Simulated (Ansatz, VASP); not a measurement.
# One calculation of LiMg3, two programs

File INCAR:

```
SYSTEM = LiMg3
PREC = Accurate ; ENCUT = 600
EDIFF = 1E-6 ; ISMEAR = 0
SIGMA = 0.1 ; LREAL = .False.
LASPH = .True. ; NELM = 80
ALGO = Normal ; ISIF = 3
LWAVE = .False. ; LCHARG = .False.
GGA = CA ; IBRION = 2
NSW = 100 ; EDIFFG = -0.005
```

KPOINTS

```
Automatic mesh
0
Gamma
  10 10 10
  0 0 0
```

POSCAR

```
LiMg3
1.0
    0.0000000000      3.4836853333      3.4836853333
    3.4836853333      0.0000000000      3.4836853333
    3.4836853333      3.4836853333      0.0000000000
Li Mg
1 3
Direct
    0.5000000000      0.5000000000      0.5000000000
    0.0000000000      0.0000000000      0.0000000000
    0.2500000000      0.2500000000      0.2500000000
    0.7500000000      0.7500000000      0.7500000000
```

Input for Ansatz:

```yaml
crystal:
  lattice:
    - [0.0, 3.4836853333, 3.4836853333]
    - [3.4836853333, 0.0, 3.4836853333]
    - [3.4836853333, 3.4836853333, 0.0]
  atoms:
    - { symbol: Li, position: [0.5, 0.5, 0.5] }
    - { symbol: Mg, position: [0.0, 0.0, 0.0] }
    - { symbol: Mg, position: [0.25, 0.25, 0.25] }
    - { symbol: Mg, position: [0.75, 0.75, 0.75] }
basis:
  ecutwfc: 420
kpoints:
  mp_grid: { grid: [10, 10, 10] }
hamiltonian:
  xc: lda
scf:
  occupations: { method: gaussian, width: 0.1 }
output:
  forces: true
  stress: true
  eigenvalues: true
relax:
  adjacent_minimum: "off"
  f_tol: 0.005
  max_steps: 80
  cell: { stress_tol: 0.05 }
```

Alike in both runs: task relaxation of cell and atoms; functional LDA; k mesh 10 × 10 × 10; occupations gaussian, width 0.1 eV; no spin polarisation.

|  | VASP | Ansatz |
| --- | --- | --- |
| version | VASP 6.6.1 | Ansatz 0.2.0 |
| potentials or method | VASP PAW LDA potentials, release 64 (Li_sv, Mg), cutoff 600 eV | scalar-relativistic, plane waves, PAW |
| valence electrons in the cell | 9 | 33 |

|  | VASP | Ansatz | Ansatz less VASP |
| --- | --- | --- | --- |
| gap on the k mesh at the Fermi level, each at its own relaxed structure (eV) | none | none | - |
| relaxed volume (Å³/atom) | 20.20 | 20.37 | +0.171 |
| relaxed length of the cell vector where the two differ most in proportion (Å) | 4.852 | 4.866 | +0.0136 |

LDA's correlation is that of Perdew and Zunger in VASP and of Perdew and Wang (1992) in Ansatz. A gap of «none» marks a metal or a gap that the smearing closes. VASP's potentials hold 9 valence electrons a cell and Ansatz's 33, so a difference there can come from the potentials and not from the codes.

Noted on VASP's run: the cutoff is under 1.25 times that of the potentials, so the pressure is a little rough.
